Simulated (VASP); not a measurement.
# PtS2 in VASP: notebook

Runs on PtS2. Level: PBE+D3(BJ). Tasks: single point.

Everything below comes from runs of VASP 6.6.1. Logs are shortened: lines on timing, memory, paths and dates and some standing lists are left out, and cuts for length are marked.

**1. The cell of the first run**

The cell holds a slab with vacuum, 6 atoms: a = 3.541 Å, b = 3.541 Å, c = 22.467 Å, α = 90.00°, β = 90.00°, γ = 120.00°.

**2. Single point, PBE+D3(BJ) (layers slid over each other)**

INCAR reads:

```
SYSTEM = PtS2
PREC = Accurate
ENCUT = 520
EDIFF = 1E-6
ISMEAR = 0
SIGMA = 0.05
LREAL = .False.
LASPH = .True.
NELM = 60
ALGO = Normal
ISIF = 2
LWAVE = .False.
LCHARG = .True.
LDIPOL = .True.
IDIPOL = 3
DIPOL = 0.5 0.5 0.403
GGA = PE
IVDW = 12
LELF = .True.
LVHAR = .True.
LVACPOTAV = .True.
NBANDS = 31
```

KPOINTS reads:

```
regular mesh
0
Gamma
  9 9 1
  0 0 0
```

POSCAR reads:

```
PtS2
1.0
    3.5414386157      0.0000000000      0.0000000000
   -1.7707193078      3.0669758072      0.0000000000
    0.0000000000      0.0000000000     22.4671575440
S Pt
4 2
Direct
    0.6666666667      0.3333333333      0.2002923597
    0.3333333333      0.6666666667      0.3108349936
    0.8333333333      0.6666666667      0.4951039645
    0.5000000000      1.0000000000      0.6056465985
    0.0000000000      0.0000000000      0.2555636767
    0.1666666667      0.3333333333      0.5503752815
```

Potentials or basis: VASP PAW PBE potentials, release 64 (S, Pt).

Launch:

```console
cat potpaw_PBE.64/S/POTCAR potpaw_PBE.64/Pt/POTCAR > POTCAR
mpirun -np 1 vasp_std > vasp.out
```

OUTCAR:

```text
SYSTEM = PtS2
   PREC = Accurate
   ENCUT = 520
   EDIFF = 1E-6
   ISMEAR = 0
   LREAL = .False.
   LASPH = .True.
   NELM = 60
   ISIF = 2
   GGA = PE
   IVDW = 12
 IVDW          = 12

 ion  position               nearest neighbor table
   1  0.667  0.333  0.200-   5 2.39   5 2.39   5 2.39
   2  0.333  0.667  0.311-   5 2.39   5 2.39   5 2.39
   3  0.833  0.667  0.495-   6 2.39   6 2.39   6 2.39
   4  0.500  0.000  0.606-   6 2.39   6 2.39   6 2.39
   5  0.000  0.000  0.256-   2 2.39   2 2.39   2 2.39   1 2.39   1 2.39   1 2.39
   6  0.167  0.333  0.550-   4 2.39   3 2.39   3 2.39   4 2.39   4 2.39   3 2.39

  LATTYP: Found a hexagonal cell.
 ALAT       =     3.5414386157
 C/A-ratio  =     6.3440765130

  Lattice vectors:

 A1 = (   3.5414386157,   0.0000000000,   0.0000000000)
 A2 = (  -1.7707193078,   3.0669758072,   0.0000000000)
 A3 = (   0.0000000000,   0.0000000000,  22.4671575440)

Analysis of symmetry for initial positions (statically):
=====================================================================
 Subroutine PRICEL returns:
 Original cell was already a primitive cell.

 Routine SETGRP: Setting up the symmetry group for a
 hexagonal supercell.

 Subroutine GETGRP returns: Found  4 space group operations
 (whereof  2 operations were pure point group operations)
 out of a pool of 24 trial point group operations.

The static configuration has the point symmetry C_1h.
 The point group associated with its full space group is C_2h.

Analysis of symmetry for dynamics (positions and initial velocities):
=====================================================================
 Subroutine PRICEL returns:
 Original cell was already a primitive cell.

 Routine SETGRP: Setting up the symmetry group for a
 hexagonal supercell.

 Subroutine GETGRP returns: Found  4 space group operations
 (whereof  2 operations were pure point group operations)
 out of a pool of 24 trial point group operations.

The dynamic configuration has the point symmetry C_1h.
 The point group associated with its full space group is C_2h.

 Subroutine INISYM returns: Found  4 space group operations
 (whereof  2 operations are pure point group operations),
 and found     1 'primitive' translations

----------------------------------------------------------------------------------------

                                     Primitive cell

  volume of cell :     244.0272

  direct lattice vectors                    reciprocal lattice vectors
     3.541438616  0.000000000  0.000000000     0.282371123  0.163027044  0.000000000
    -1.770719308  3.066975807  0.000000000     0.000000000  0.326054088  0.000000000
     0.000000000  0.000000000 22.467157544     0.000000000  0.000000000  0.044509413

  length of vectors
     3.541438616  3.541438616 22.467157544     0.326054088  0.326054088  0.044509413

  position of ions in fractional coordinates (direct lattice)
     0.666666667  0.333333333  0.200292360
     0.333333333  0.666666667  0.310834994
     0.833333333  0.666666667  0.495103964
     0.500000000  0.000000000  0.605646599
     0.000000000  0.000000000  0.255563677
     0.166666667  0.333333333  0.550375282

  ion indices of the primitive-cell ions
   primitive index   ion index
                 1           1
                 2           2
                 3           3
                 4           4
                 5           5
                 6           6

----------------------------------------------------------------------------------------

 KPOINTS: regular mesh

Automatic generation of k-mesh.
 Grid dimensions read from file:
 generate k-points for:    9    9    1

 Generating k-lattice:

  Cartesian coordinates                     Fractional coordinates (reciprocal lattice)
     0.031374569  0.018114116  0.000000000     0.111111111  0.000000000  0.000000000
     0.000000000  0.036228232  0.000000000     0.000000000  0.111111111  0.000000000
     0.000000000  0.000000000  0.044509413     0.000000000  0.000000000  1.000000000

  Length of vectors
     0.036228232  0.036228232  0.044509413

  Shift w.r.t. Gamma in fractional coordinates (k-lattice)
     0.000000000  0.000000000  0.000000000

 Subroutine IBZKPT returns following result:
 ===========================================

 Found     25 irreducible k-points:

 Following reciprocal coordinates:
            Coordinates               Weight
  0.000000  0.000000  0.000000      1.000000
  0.111111 -0.000000  0.000000      4.000000
  0.000000  0.111111  0.000000      2.000000
  0.222222 -0.000000  0.000000      4.000000
  0.000000  0.222222  0.000000      2.000000
  0.333333  0.000000  0.000000      4.000000
[... 16 lines left out ...]
 -0.222222 -0.444444  0.000000      4.000000
  0.444444  0.333333  0.000000      4.000000
   k-points           NKPTS =     25   k-points in BZ     NKDIM =     25   number of bands    NBANDS=     31
   number of dos      NEDOS =    301   number of ions     NIONS =      6
   total plane-waves  NPLWV = 131712
   dimension x,y,z NGX =    28 NGY =   28 NGZ =  168
   dimension x,y,z NGXF=    56 NGYF=   56 NGZF=  336
   ions per type =               4   2
   NGX,Y,Z   is equivalent  to a cutoff of  13.14, 13.14, 12.43 a.u.
   NGXF,Y,Z  is equivalent  to a cutoff of  26.29, 26.29, 24.86 a.u.
 SYSTEM =  PtS2
   PREC   = accura    normal or accurate (medium, high low for compatibility)
   ISTART =      0    job   : 0-new  1-cont  2-samecut
   ICHARG =      2    charge: 1-file 2-atom 10-const
   ISPIN  =      1    spin polarized calculation?
   LNONCOLLINEAR =      F non collinear calculations
   LSORBIT =      F    spin-orbit coupling
   LASPH  =      T    aspherical Exc in radial PAW
   ENCUT  =  520.0 eV  38.22 Ry    6.18 a.u.   6.58  6.58 41.77*2*pi/ulx,y,z
   NELM   =     60;   NELMIN=  2; NELMDL= -5     # of ELM steps
   EDIFF  = 0.1E-05   stopping-criterion for ELM
   LREAL  =      F    real-space projection
   EDIFFG = 0.1E-04   stopping-criterion for IOM
   NSW    =      0    number of steps for IOM
   IBRION =     -1    ionic relax: 0-MD 1-quasi-New 2-CG
   NFREE  =      0    steps in history (QN), initial steepest desc. (CG)
   ISIF   =      2    stress and relaxation
   ISYM   =      2    0-nonsym 1-usesym 2-fastsym
   POTIM  = 0.5000    time-step for ionic-motion
   TEBEG  =    0.0;   TEEND  =   0.0 temperature during run
   PSTRESS=    0.0 pullay stress
   NELECT =      44.0000    total number of electrons
   NUPDOWN=      -1.0000    fix difference up-down
   EMIN   =  10.00;   EMAX   =-10.00  energy-range for DOS
   EFERMI =   0.00;   METHOD = LEGACY
   ISMEAR =     0;   SIGMA  =   0.05  broadening in eV -4-tet -1-fermi 0-gaus
   EFERMI_NEDOS =   21; number of points for ismear=-14 and -15
   IALGO  =     38    algorithm
   IMIX   =      4    mixing-type and parameters
     AMIX     =   0.40;   BMIX     =  1.00
     AMIX_MAG =   1.60;   BMIX_MAG =  1.00
  volume/ion in A,a.u.               =      40.67       274.46
  Fermi-wavevector in a.u.,A,eV,Ry     =   0.924868  1.747747 11.638157  0.855380
  Thomas-Fermi vector in A             =   2.050660
   LORBIT       =      0    0 simple, 1 ext, 2 COOP (PROOUT), +10 PAW based schemes
   GGA     = PE    functional components
   LHFCALC =     F    Hartree Fock is set to
   AEXX    =    0.0000 exact exchange contribution
   IVDW    =    12    specifies the selected vdW correction
   LEPSILON=     F    determine dielectric tensor
   LRPA    =     F    only Hartree local field effects (RPA)
 non-spin polarized calculation
 Gauss-broadening in eV      SIGMA  =   0.05
  energy-cutoff  :      520.00
  volume of cell :      244.03
 maximum number of plane-waves:      6671
   NGX = 13   NGY = 13   NGZ = 83

 dipolmoment           0.000000      0.000000      0.000000 electrons x Angstroem

 number of electron      44.0000001 magnetization

 dipolmoment           0.000000      0.000000     -0.000001 electrons x Angstroem

 Free energy of the ion-electron system (eV)
  ---------------------------------------------------
  ext. energy  EPLUGINS =         0.00000000
  ---------------------------------------------------
  free energy    TOTEN  =       -30.91202751 eV

  energy without entropy =      -30.91202751  energy(sigma->0) =      -30.91202751

 E-fermi :  -0.5211     XC(G=0):  -5.5247

 val. band max:       -0.7895142968   @ k =   0.1111   0.1111   0.0000
 cond. band min:       0.8927438984   @ k =   0.0000   0.2222   0.0000
 fundamental gap:      1.6822581952
 Fermi energy:        -0.5210988640

 k-point     1 :       0.0000    0.0000    0.0000
  band No.  band energies     occupation
      1     -14.8888      2.00000
      2     -14.8797      2.00000
      3     -12.6955      2.00000
      4     -12.6714      2.00000
      5      -6.3873      2.00000
      6      -6.3871      2.00000
[... 23 lines left out ...]
     30       5.3405      0.00000
     31       5.5107      0.00000

 k-point     2 :       0.1111   -0.0000    0.0000
  band No.  band energies     occupation
      1     -14.7344      2.00000
      2     -14.7254      2.00000
      3     -12.7264      2.00000
      4     -12.7047      2.00000
      5      -6.3815      2.00000
      6      -6.3716      2.00000
[... 23 lines left out ...]
     30       5.9894      0.00000
     31       5.9946      0.00000

 k-point     3 :       0.0000    0.1111    0.0000
  band No.  band energies     occupation
      1     -14.7345      2.00000
      2     -14.7253      2.00000
      3     -12.7266      2.00000
      4     -12.7046      2.00000
      5      -6.3817      2.00000
      6      -6.3714      2.00000
[... 703 lines left out ...]
     30       7.5751      0.00000
     31       7.8087      0.00000

 k-point    24 :       0.4444    0.3333    0.0000
  band No.  band energies     occupation
      1     -13.0949      2.00000
      2     -13.0939      2.00000
      3     -12.9449      2.00000
      4     -12.9444      2.00000
      5      -6.6408      2.00000
      6      -6.6319      2.00000
[... 23 lines left out ...]
     30       7.5535      0.00000
     31       7.9024      0.00000

 [... further k-points ...]

------------------------ aborting loop because EDIFF is reached ----------------------------------------

 Edisp (eV)   -1.79869

 E8    (eV) :    -0.7485

  FORCE on cell =-STRESS in cart. coord.  units (eV):
  Direction    XX          YY          ZZ          XY          YZ          ZX
  --------------------------------------------------------------------------------------
  -------------------------------------------------------------------------------------
  Total      -0.48064    -0.49040    -0.80996    -0.00000     0.00215     0.00000
  in kB      -3.15564    -3.21979    -5.31788    -0.00000     0.01415     0.00000
  external pressure =       -3.90 kB  Pullay stress =        0.00 kB

 VOLUME and BASIS-vectors are now :
 -----------------------------------------------------------------------------
  energy-cutoff  :      520.00
  volume of cell :      244.03
      direct lattice vectors                 reciprocal lattice vectors
     3.541438616  0.000000000  0.000000000     0.282371123  0.163027044  0.000000000
    -1.770719308  3.066975807  0.000000000     0.000000000  0.326054088  0.000000000
     0.000000000  0.000000000 22.467157544     0.000000000  0.000000000  0.044509413

 POSITION                                       TOTAL-FORCE (eV/Angst)
 -----------------------------------------------------------------------------------
      1.77072      1.02233      4.50000         0.000000      0.000617      0.043449
     -0.00000      2.04465      6.98358         0.000000      0.001372      0.016724
      1.77072      2.04465     11.12358        -0.000000     -0.001372     -0.016724
      1.77072      0.00000     13.60716        -0.000000     -0.000617     -0.043449
      0.00000      0.00000      5.74179        -0.000000     -0.001911      0.039401
      0.00000      1.02233     12.36537         0.000000      0.001911     -0.039401
 -----------------------------------------------------------------------------------
    total drift:                               -0.000000      0.000000     -0.000019

  FREE ENERGIE OF THE ION-ELECTRON SYSTEM (eV)
  ---------------------------------------------------
  free  energy   TOTEN  =       -32.7107157135 eV

  energy  without entropy=      -32.7107157135  energy(sigma->0) =      -32.71071571

 vacuum level on the upper side and lower side of the slab         5.484         5.484
```

Wall time 3 min (1 thread of AMD EPYC 9R45 (Zen 5), shared host); peak memory 0.39 GiB.

Results:

```
Free energy                : -32.7107 eV
Largest force              : 0.043 eV/Å
Band gap on the k mesh     : 1.68 eV (least direct gap 1.75 eV)
Dispersion energy per atom : -0.300 eV
```

Forces in eV/Å, atoms in the order of the input:
```
S    0.000  0.001  0.043
S    0.000  0.001  0.017
S    0.000 -0.001 -0.017
S    0.000 -0.001 -0.043
Pt   0.000 -0.002  0.039
Pt   0.000  0.002 -0.039
```

Levels at points of the mesh, in eV from the valence-band top:
| k point | band 20 | band 21 | band 22 | band 23 | band 24 | band 25 |
| --- | --- | --- | --- | --- | --- | --- |
| (0.00, 0.00, 0.00) | -0.30 | -0.29 | -0.29 | 3.17 | 3.18 | 3.19 |

Caveat: the cell differs from its parent crystal (layers slid over each other); spin-orbit coupling is left out, which moves the levels of the heavy elements.

**3. Single point, PBE+D3(BJ) (layers slid over each other)**

INCAR reads:

```
SYSTEM = PtS2
PREC = Accurate
ENCUT = 520
EDIFF = 1E-6
ISMEAR = 0
SIGMA = 0.05
LREAL = .FALSE.
LASPH = .TRUE.
NELM = 80
ALGO = Normal
ISIF = 2
LWAVE = .FALSE.
LCHARG = .FALSE.
LDIPOL = .TRUE.
IDIPOL = 3
DIPOL = 0.5 0.5 0.382
GGA = PE
IVDW = 12
NBANDS = 31
```

KPOINTS reads:

```
regular mesh
0
G
  9 9 1
  0 0 0
```

POSCAR reads:

```
PtS2
1.0
    3.5414386157      0.0000000000      0.0000000000
   -1.7707193078      3.0669758072      0.0000000000
    0.0000000000      0.0000000000     22.4671575440
S Pt
4 2
Direct
    0.6666666667      0.3333333333      0.2002923597
    0.3333333333      0.6666666667      0.3108349936
    0.8333333333      0.6666666667      0.4537102102
    0.5000000000      1.0000000000      0.5642528441
    0.0000000000      0.0000000000      0.2555636767
    0.1666666667      0.3333333333      0.5089815272
```

Potentials or basis: VASP PAW PBE potentials, release 64 (S, Pt).

Launch:

```console
cat potpaw_PBE.64/S/POTCAR potpaw_PBE.64/Pt/POTCAR > POTCAR
mpirun -np 1 vasp_std > vasp.out
```

It took 2.5 min on 1 thread of AMD EPYC 9R45 (Zen 5), shared host; peak memory 0.42 GiB.

The run converged. Its results:

```
Free energy                : -32.8181 eV
Largest force              : 0.093 eV/Å
Band gap on the k mesh     : 1.34 eV (least direct gap 1.45 eV)
Dispersion energy per atom : -0.322 eV
```

Forces on the atoms (eV/Å):
```
S    0.000  0.007  0.034
S    0.000  0.020 -0.021
S    0.000 -0.020  0.021
S    0.000 -0.007 -0.034
Pt   0.000 -0.021  0.090
Pt   0.000  0.021 -0.090
```

Levels at points of the mesh, in eV from the valence-band top:
| k point | band 19 | band 20 | band 21 | band 22 | band 23 | band 24 | band 25 | band 26 |
| --- | --- | --- | --- | --- | --- | --- | --- | --- |
| (0.00, 0.00, 0.00) | -0.59 | -0.56 | -0.53 | -0.45 | 2.83 | 2.88 | 2.93 | 2.98 |

Caveat: the cell differs from its parent crystal (layers slid over each other); spin-orbit coupling is left out, which moves the levels of the heavy elements.

**4. Single point, PBE+D3(BJ) (layers slid over each other)**

INCAR reads:

```
PREC = Accurate
ENCUT = 520
EDIFF = 1E-7
ISMEAR = 0
SIGMA = 0.05
LREAL = False
LASPH = True
NELM = 100
ALGO = Normal
ISIF = 2
LWAVE = False
LCHARG = False
LDIPOL = True
IDIPOL = 3
DIPOL = 0.5 0.5 0.394
GGA = PE
IVDW = 12
NBANDS = 31
```

KPOINTS reads:

```
regular mesh
0
Gamma
  9 9 1
```

POSCAR reads:

```
PtS2
1.0
    3.5414386157      0.0000000000      0.0000000000
   -1.7707193078      3.0669758072      0.0000000000
    0.0000000000      0.0000000000     22.4671575440
S Pt
4 2
Direct
    0.6666666667      0.3333333333      0.2002923597
    0.3333333333      0.6666666667      0.3108349936
    0.8333333333      0.6666666667      0.4773001992
    0.5000000000      1.0000000000      0.5878428332
    0.0000000000      0.0000000000      0.2555636767
    0.1666666667      0.3333333333      0.5325715162
```

Launch:

```console
cat potpaw_PBE.64/S/POTCAR potpaw_PBE.64/Pt/POTCAR > POTCAR
mpirun -np 1 vasp_std > vasp.out
```

It took 3 min on 1 thread of AMD EPYC 9R45 (Zen 5), shared host; peak memory 0.41 GiB.

It converged, with:

```
Free energy                : -32.7550 eV
Largest force              : 0.057 eV/Å
Band gap on the k mesh     : 1.57 eV (least direct gap 1.66 eV)
Dispersion energy per atom : -0.308 eV
```

Forces on the atoms (eV/Å):
```
S    0.000  0.002  0.042
S    0.000  0.004  0.022
S    0.000 -0.004 -0.022
S    0.000 -0.002 -0.042
Pt   0.000 -0.005  0.057
Pt   0.000  0.005 -0.057
```

Levels at points of the mesh, in eV from the valence-band top:
| k point | band 20 | band 21 | band 22 | band 23 | band 24 | band 25 |
| --- | --- | --- | --- | --- | --- | --- |
| (0.00, 0.00, 0.00) | -0.39 | -0.38 | -0.37 | 3.07 | 3.09 | 3.10 |

Caveat: the cell differs from its parent crystal (layers slid over each other); spin-orbit coupling is left out, which moves the levels of the heavy elements.

**5. Single point, PBE+D3(BJ) (layers slid over each other)**

INCAR reads:

```
SYSTEM = PtS2
ALGO = Normal
DIPOL = 0.5 0.5 0.416
EDIFF = 1E-6
ENCUT = 520
GGA = PE
IDIPOL = 3
ISIF = 2
ISMEAR = 0
IVDW = 12
LASPH = .TRUE.
LCHARG = .TRUE.
LDIPOL = .TRUE.
LELF = .TRUE.
LREAL = .FALSE.
LVACPOTAV = .TRUE.
LVHAR = .TRUE.
LWAVE = .FALSE.
NBANDS = 31
NELM = 80
PREC = Accurate
SIGMA = 0.05
```

KPOINTS reads:

```
k-points
0
G
  9 9 1
  0 0 0
```

POSCAR reads:

```
PtS2
1.0
    3.5414386157      0.0000000000      0.0000000000
   -1.7707193078      3.0669758072      0.0000000000
    0.0000000000      0.0000000000     22.4671575440
S Pt
4 2
Direct
    0.6666666667      0.3333333333      0.2002923597
    0.3333333333      0.6666666667      0.3108349936
    0.8333333333      0.6666666667      0.5218096125
    0.5000000000      1.0000000000      0.6323522464
    0.0000000000      0.0000000000      0.2555636767
    0.1666666667      0.3333333333      0.5770809295
```

Launch:

```console
cat potpaw_PBE.64/S/POTCAR potpaw_PBE.64/Pt/POTCAR > POTCAR
mpirun -np 1 vasp_std > vasp.out
```

It took 2.8 min on 1 thread of AMD EPYC 9R45 (Zen 5), shared host; peak memory 0.41 GiB.

It converged, with:

- Free energy: -32.6616 eV
- Largest force: 0.043 eV/Å
- Band gap on the k mesh: 1.77 eV (least direct gap 1.84 eV)
- Dispersion energy per atom: -0.292 eV

Forces on the atoms (eV/Å):
```
S    0.000  0.000  0.043
S    0.000  0.000 -0.001
S    0.000  0.000  0.001
S    0.000  0.000 -0.043
Pt   0.000  0.000  0.023
Pt   0.000  0.000 -0.023
```

Levels at points of the mesh, in eV from the valence-band top:
| k point | band 18 | band 19 | band 20 | band 21 | band 22 | band 23 | band 24 | band 25 | band 26 | band 27 |
| --- | --- | --- | --- | --- | --- | --- | --- | --- | --- | --- |
| (0.00, 0.00, 0.00) | -0.61 | -0.24 | -0.24 | -0.24 | -0.24 | 3.24 | 3.24 | 3.24 | 3.24 | 5.34 |

Caveat: the cell differs from its parent crystal (layers slid over each other); spin-orbit coupling is left out, which moves the levels of the heavy elements.

**6. The runs side by side**

```tsv
cell	gap on the mesh (eV)	largest force (eV/Å)
as given, atomic positions A	1.68	0.04
as given, atomic positions B	1.34	0.09
as given, atomic positions C	1.57	0.06
as given, atomic positions D	1.77	0.04
```

Alike in all rows: task single point; level PBE+D3(BJ); potentials or basis VASP PAW PBE potentials, release 64 (S, Pt); no spin polarisation; k mesh 9 × 9 × 1; cutoff (eV) 520; smearing gaussian 0.05 eV.

Caveats: spin-orbit coupling is left out, which moves the levels of the heavy elements.

Total energies depend on the potentials used, so only differences within one code and one set of settings carry meaning.
